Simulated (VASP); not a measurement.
# MoS2 (P-1) in VASP: single point with PBEsol

Aim: the single point of MoS2 with PBEsol.

Program: VASP 6.6.1. These are calculated values, not measurements. Logs are shortened: lines on timing, memory, paths and dates and some standing lists are left out, and cuts for length are marked.

**1. The cell of the first run**

The typed cell holds 6 atoms: a = 3.141 Å, b = 3.141 Å, c = 12.614 Å, α = 87.86°, β = 85.72°, γ = 60.00°.

**2. Single point, PBEsol**

Input file INCAR:

```
SYSTEM = MoS2
PREC = Accurate ; ENCUT = 520
EDIFF = 1E-7 ; ISMEAR = 0
SIGMA = 0.05 ; LREAL = .FALSE.
LASPH = .TRUE. ; NELM = 100
ALGO = Normal ; ISIF = 2
LWAVE = .FALSE. ; LCHARG = .FALSE.
GGA = PS ; NBANDS = 35
```

Input file KPOINTS:

```
Automatic mesh
0
G
  10 10 2
  0 0 0
```

Input file POSCAR:

```
MoS2
1.0
   -3.1414322132      0.0000000000      0.0000000000
   -1.5707161066     -2.7205601009      0.0000000000
   -0.9424296640      0.0000000000     12.5788195080
Mo S
2 4
Direct
    0.2583333333      0.3333333333      0.2500000000
    0.4416666667      0.6666666667      0.7500000000
    0.1455171807      0.3333333333      0.6260538420
    0.6288505141      0.6666666667      0.1260538420
    0.0711494859      0.3333333333      0.8739461580
    0.5544828193      0.6666666667      0.3739461580
```

Potentials or basis: VASP PAW PBE potentials, release 64 (Mo_sv, S).

The run is started by

```console
> cat potpaw_PBE.64/Mo_sv/POTCAR potpaw_PBE.64/S/POTCAR > POTCAR
> mpirun -np 1 vasp_std > vasp.out
```

OUTCAR:

```text
SYSTEM = MoS2
   PREC = Accurate
   ENCUT = 520
   EDIFF = 1E-7
   ISMEAR = 0
   LREAL = .FALSE.
   LASPH = .TRUE.
   NELM = 100
   ISIF = 2
   GGA = PS

 ion  position               nearest neighbor table
   1  0.258  0.333  0.250-   6 2.39   6 2.39   4 2.39   4 2.39   4 2.39   6 2.39
   2  0.442  0.667  0.750-   3 2.39   3 2.39   5 2.39   5 2.39   5 2.39   3 2.39
   3  0.146  0.333  0.626-   2 2.39   2 2.39   2 2.39
   4  0.629  0.667  0.126-   1 2.39   1 2.39   1 2.39
   5  0.071  0.333  0.874-   2 2.39   2 2.39   2 2.39
   6  0.554  0.667  0.374-   1 2.39   1 2.39   1 2.39

  LATTYP: Found a base centered monoclinic cell.
 ALAT       =     3.1414322132
 B/A-ratio  =     1.7320508076
 C/A-ratio  =     4.0153896632
 COS(beta)  =    -0.0747125498

  Lattice vectors:

 A1 = (   1.5707161066,  -2.7205601009,   0.0000000000)
 A2 = (   1.5707161066,   2.7205601009,   0.0000000000)
 A3 = (  -0.9424296640,   0.0000000000,  12.5788195080)

Analysis of symmetry for initial positions (statically):
=====================================================================
 Subroutine PRICEL returns:
 Original cell was already a primitive cell.

 Routine SETGRP: Setting up the symmetry group for a
 base centered monoclinic supercell.

 Subroutine GETGRP returns: Found  2 space group operations
 (whereof  1 operations were pure point group operations)
 out of a pool of  4 trial point group operations.

The static configuration has the point symmetry C_1 .
 The point group associated with its full space group is S_2 .

Analysis of symmetry for dynamics (positions and initial velocities):
=====================================================================
 Subroutine PRICEL returns:
 Original cell was already a primitive cell.

 Routine SETGRP: Setting up the symmetry group for a
 base centered monoclinic supercell.

 Subroutine GETGRP returns: Found  2 space group operations
 (whereof  1 operations were pure point group operations)
 out of a pool of  4 trial point group operations.

The dynamic configuration has the point symmetry C_1 .
 The point group associated with its full space group is S_2 .

 Subroutine INISYM returns: Found  2 space group operations
 (whereof  1 operations are pure point group operations),
 and found     1 'primitive' translations

----------------------------------------------------------------------------------------

                                     Primitive cell

  volume of cell :     107.5043

  direct lattice vectors                    reciprocal lattice vectors
    -3.141432213  0.000000000  0.000000000    -0.318326143  0.183785684 -0.023849615
    -1.570716107 -2.720560101  0.000000000     0.000000000 -0.367571369  0.000000000
    -0.942429664  0.000000000 12.578819508     0.000000000  0.000000000  0.079498716

  length of vectors
     3.141432213  3.141432213 12.614074436     0.368344289  0.367571369  0.079498716

  position of ions in fractional coordinates (direct lattice)
     0.258333333  0.333333333  0.250000000
     0.441666667  0.666666667  0.750000000
     0.145517181  0.333333333  0.626053842
     0.628850514  0.666666667  0.126053842
     0.071149486  0.333333333  0.873946158
     0.554482819  0.666666667  0.373946158

  ion indices of the primitive-cell ions
   primitive index   ion index
                 1           1
                 2           2
                 3           3
                 4           4
                 5           5
                 6           6

----------------------------------------------------------------------------------------

 KPOINTS: Automatic mesh

Automatic generation of k-mesh.
 Grid dimensions read from file:
 generate k-points for:   10   10    2

 Generating k-lattice:

  Cartesian coordinates                     Fractional coordinates (reciprocal lattice)
    -0.031832614  0.018378568 -0.002384961     0.100000000 -0.000000000  0.000000000
     0.000000000 -0.036757137  0.000000000     0.000000000  0.100000000  0.000000000
     0.000000000  0.000000000  0.039749358     0.000000000  0.000000000  0.500000000

  Length of vectors
     0.036834429  0.036757137  0.039749358

  Shift w.r.t. Gamma in fractional coordinates (k-lattice)
     0.000000000  0.000000000  0.000000000

 Subroutine IBZKPT returns following result:
 ===========================================

 Found    104 irreducible k-points:

 Following reciprocal coordinates:
            Coordinates               Weight
  0.000000  0.000000  0.000000      1.000000
  0.100000 -0.000000 -0.000000      2.000000
 -0.100000 -0.100000  0.000000      2.000000
  0.200000 -0.000000 -0.000000      2.000000
 -0.200000 -0.200000  0.000000      2.000000
  0.300000  0.000000  0.000000      2.000000
[... 16 lines left out ...]
  0.300000  0.400000  0.000000      2.000000
 -0.200000  0.100000  0.000000      2.000000
 [... further k-points ...]
   k-points           NKPTS =    104   k-points in BZ     NKDIM =    104   number of bands    NBANDS=     35
   number of dos      NEDOS =    301   number of ions     NIONS =      6
   total plane-waves  NPLWV =  55296
   dimension x,y,z NGX =    24 NGY =   24 NGZ =   96
   dimension x,y,z NGXF=    48 NGYF=   48 NGZF=  192
   ions per type =               2   4
   NGX,Y,Z   is equivalent  to a cutoff of  12.70, 12.70, 12.65 a.u.
   NGXF,Y,Z  is equivalent  to a cutoff of  25.40, 25.40, 25.30 a.u.
 SYSTEM =  MoS2
   PREC   = accura    normal or accurate (medium, high low for compatibility)
   ISTART =      0    job   : 0-new  1-cont  2-samecut
   ICHARG =      2    charge: 1-file 2-atom 10-const
   ISPIN  =      1    spin polarized calculation?
   LNONCOLLINEAR =      F non collinear calculations
   LSORBIT =      F    spin-orbit coupling
   LASPH  =      T    aspherical Exc in radial PAW
   ENCUT  =  520.0 eV  38.22 Ry    6.18 a.u.   5.84  5.84 23.45*2*pi/ulx,y,z
   NELM   =    100;   NELMIN=  2; NELMDL= -5     # of ELM steps
   EDIFF  = 0.1E-06   stopping-criterion for ELM
   LREAL  =      F    real-space projection
   EDIFFG = 0.1E-05   stopping-criterion for IOM
   NSW    =      0    number of steps for IOM
   IBRION =     -1    ionic relax: 0-MD 1-quasi-New 2-CG
   NFREE  =      0    steps in history (QN), initial steepest desc. (CG)
   ISIF   =      2    stress and relaxation
   ISYM   =      2    0-nonsym 1-usesym 2-fastsym
   POTIM  = 0.5000    time-step for ionic-motion
   TEBEG  =    0.0;   TEEND  =   0.0 temperature during run
   PSTRESS=    0.0 pullay stress
   NELECT =      52.0000    total number of electrons
   NUPDOWN=      -1.0000    fix difference up-down
   EMIN   =  10.00;   EMAX   =-10.00  energy-range for DOS
   EFERMI =   0.00;   METHOD = LEGACY
   ISMEAR =     0;   SIGMA  =   0.05  broadening in eV -4-tet -1-fermi 0-gaus
   EFERMI_NEDOS =   21; number of points for ismear=-14 and -15
   IALGO  =     38    algorithm
   IMIX   =      4    mixing-type and parameters
     AMIX     =   0.40;   BMIX     =  1.00
     AMIX_MAG =   1.60;   BMIX_MAG =  1.00
  volume/ion in A,a.u.               =      17.92       120.91
  Fermi-wavevector in a.u.,A,eV,Ry     =   1.285091  2.428470 22.469472  1.651460
  Thomas-Fermi vector in A             =   2.417246
   LORBIT       =      0    0 simple, 1 ext, 2 COOP (PROOUT), +10 PAW based schemes
   GGA     = PS    functional components
   LHFCALC =     F    Hartree Fock is set to
   AEXX    =    0.0000 exact exchange contribution
   IVDW    =     0    specifies the selected vdW correction
   LEPSILON=     F    determine dielectric tensor
   LRPA    =     F    only Hartree local field effects (RPA)
 non-spin polarized calculation
 Gauss-broadening in eV      SIGMA  =   0.05
  energy-cutoff  :      520.00
  volume of cell :      107.50
 maximum number of plane-waves:      2914
   NGX = 11   NGY = 11   NGZ = 47

 number of electron      52.0000001 magnetization

 Free energy of the ion-electron system (eV)
  ---------------------------------------------------
  ext. energy  EPLUGINS =         0.00000000
  ---------------------------------------------------
  free energy    TOTEN  =       -46.87368431 eV

  energy without entropy =      -46.87368431  energy(sigma->0) =      -46.87368431

 E-fermi :   7.5272     XC(G=0): -10.9191

 val. band max:        7.2891173156   @ k =   0.0000   0.0000   0.0000
 cond. band min:       8.3051361140   @ k =  -0.2000   0.2000   0.0000
 fundamental gap:      1.0160187984
 Fermi energy:         7.5271905330

 k-point     1 :       0.0000    0.0000    0.0000
  band No.  band energies     occupation
      1     -54.0158      2.00000
      2     -54.0157      2.00000
      3     -28.2284      2.00000
      4     -28.2283      2.00000
      5     -27.9641      2.00000
      6     -27.9641      2.00000
[... 27 lines left out ...]
     34       9.9005      0.00000
     35      12.9529      0.00000

 k-point     2 :       0.1000   -0.0000   -0.0000
  band No.  band energies     occupation
      1     -54.0114      2.00000
      2     -54.0114      2.00000
      3     -28.2200      2.00000
      4     -28.2200      2.00000
      5     -28.0063      2.00000
      6     -28.0063      2.00000
[... 27 lines left out ...]
     34       9.8591      0.00000
     35      13.6493      0.00000

 k-point     3 :      -0.1000   -0.1000    0.0000
  band No.  band energies     occupation
      1     -54.0114      2.00000
      2     -54.0114      2.00000
      3     -28.2200      2.00000
      4     -28.2200      2.00000
      5     -28.0065      2.00000
      6     -28.0065      2.00000
[... 27 lines left out ...]
     34       9.8668      0.00000
     35      13.6599      0.00000

 k-point     4 :       0.2000   -0.0000   -0.0000
  band No.  band energies     occupation
      1     -54.0001      2.00000
      2     -54.0001      2.00000
      3     -28.1980      2.00000
      4     -28.1980      2.00000
      5     -28.1161      2.00000
      6     -28.1161      2.00000
[... 27 lines left out ...]
     34      10.4244      0.00000
     35      14.6861      0.00000

 k-point     5 :      -0.2000   -0.2000    0.0000
  band No.  band energies     occupation
      1     -54.0001      2.00000
      2     -54.0001      2.00000
      3     -28.1980      2.00000
      4     -28.1980      2.00000
      5     -28.1164      2.00000
      6     -28.1163      2.00000
[... 638 lines left out ...]
 k-point    22 :      -0.3000    0.1000    0.0000
  band No.  band energies     occupation
      1     -53.9783      2.00000
      2     -53.9783      2.00000
      3     -28.3050      2.00000
      4     -28.3050      2.00000
      5     -28.1554      2.00000
      6     -28.1554      2.00000
[... 27 lines left out ...]
     34      11.3473      0.00000
     35      14.0667      0.00000

 k-point    23 :       0.3000    0.4000    0.0000
  band No.  band energies     occupation
      1     -53.9783      2.00000
      2     -53.9783      2.00000
      3     -28.3053      2.00000
      4     -28.3052      2.00000
      5     -28.1554      2.00000
      6     -28.1554      2.00000
[... 27 lines left out ...]
     34      11.3534      0.00000
     35      14.0529      0.00000

 k-point    24 :      -0.2000    0.1000    0.0000
  band No.  band energies     occupation
      1     -53.9910      2.00000
      2     -53.9910      2.00000
      3     -28.1933      2.00000
      4     -28.1933      2.00000
      5     -28.1801      2.00000
      6     -28.1801      2.00000
[... 27 lines left out ...]
     34      11.0045      0.00000
     35      15.1626      0.00000

 [... further k-points ...]
[... 5 lines left out ...]
  --------------------------------------------------------------------------------------
  -------------------------------------------------------------------------------------
  Total       -0.0000225      0.0956024      0.3040521     -0.0212337     -0.1901346      0.1939609
  in kB       -0.0003351      1.4247979      4.5314034     -0.3164533     -2.8336472      2.8906730
  external PRESSURE =       1.9852887 kB  Pullay stress =       0.0000000 kB

 VOLUME and BASIS-vectors are now :
 -----------------------------------------------------------------------------
  energy-cutoff  :      520.00
  volume of cell :      107.50
      direct lattice vectors                 reciprocal lattice vectors
    -3.141432213  0.000000000  0.000000000    -0.318326143  0.183785684 -0.023849615
    -1.570716107 -2.720560101  0.000000000     0.000000000 -0.367571369  0.000000000
    -0.942429664  0.000000000 12.578819508     0.000000000  0.000000000  0.079498716

 POSITION                                       TOTAL-FORCE (eV/Angst)
 -----------------------------------------------------------------------------------
     -1.57072     -0.90685      3.14470         0.020509     -0.011633      0.002890
     -3.14143     -1.81371      9.43411        -0.020509      0.011633     -0.002890
     -1.57072     -0.90685      7.87502         0.003715      0.000229     -0.003119
     -3.14143     -1.81371      1.58561         0.032204     -0.036459      0.087610
     -1.57072     -0.90685     10.99321        -0.032204      0.036459     -0.087610
     -3.14143     -1.81371      4.70380        -0.003715     -0.000229      0.003119
 -----------------------------------------------------------------------------------
    total drift:                               -0.000027     -0.000001     -0.000000

  FREE ENERGIE OF THE ION-ELECTRON SYSTEM (eV)
  ---------------------------------------------------
  free  energy   TOTEN  =       -46.8736843060 eV

  energy  without entropy=      -46.8736843060  energy(sigma->0) =      -46.87368431
```

Run time: 4.4 min. Hardware: 1 thread of Intel Xeon Platinum 8375C at 2.90GHz (Ice Lake), shared host; peak memory 0.43 GiB.

Results:

```yaml
Free_energy: -46.8737 eV
Pressure: 0.2 GPa
Largest_force: 0.100 eV/Å
Band_gap_on_the_k_mesh: 1.02 eV, indirect (least direct gap 1.97 eV)
```

Forces in eV/Å, atoms in the order of the input:
```
Mo   0.021 -0.012  0.003
Mo  -0.021  0.012 -0.003
S    0.004  0.000 -0.003
S    0.032 -0.036  0.088
S   -0.032  0.036 -0.088
S   -0.004  0.000  0.003
```

Stress tensor (GPa, compression positive):
```
 0.00 -0.03  0.29
-0.03  0.14 -0.28
 0.29 -0.28  0.45
```

Levels at points of the mesh, in eV from the valence-band top:
```tsv
k point	band 22	band 23	band 24	band 25	band 26	band 27	band 28	band 29	band 30	band 31
(0.00, 0.00, 0.00)	-2.07	-2.06	-1.32	-1.17	0.00	2.25	2.26	2.29	2.30	2.48
(0.50, 0.00, 0.00)	-2.24	-1.56	-1.46	-1.41	-1.11	1.79	1.81	2.23	2.36	2.95
(0.50, 0.50, 0.00)	-2.42	-1.57	-1.45	-1.34	-1.15	1.79	1.81	2.14	2.42	3.15
(0.00, 0.50, 0.00)	-2.52	-1.53	-1.48	-1.29	-1.29	1.79	1.81	2.17	2.43	2.99
(0.00, 0.00, 0.50)	-2.07	-2.07	-2.06	-0.32	-0.28	2.25	2.25	2.29	2.30	2.49
(0.50, 0.00, 0.50)	-2.39	-1.52	-1.49	-1.36	-1.12	1.80	1.80	2.24	2.36	3.26
(0.50, 0.50, 0.50)	-2.29	-1.52	-1.50	-1.40	-1.14	1.80	1.80	2.28	2.30	3.18
(0.00, 0.50, 0.50)	-2.54	-1.55	-1.46	-1.32	-1.25	1.79	1.81	2.31	2.31	3.32
```

Caveat: the PAW data sets were made with another functional, which shifts forces and pressure a little. A hybrid or GW would open this gap; PBEsol tends to underestimate it.
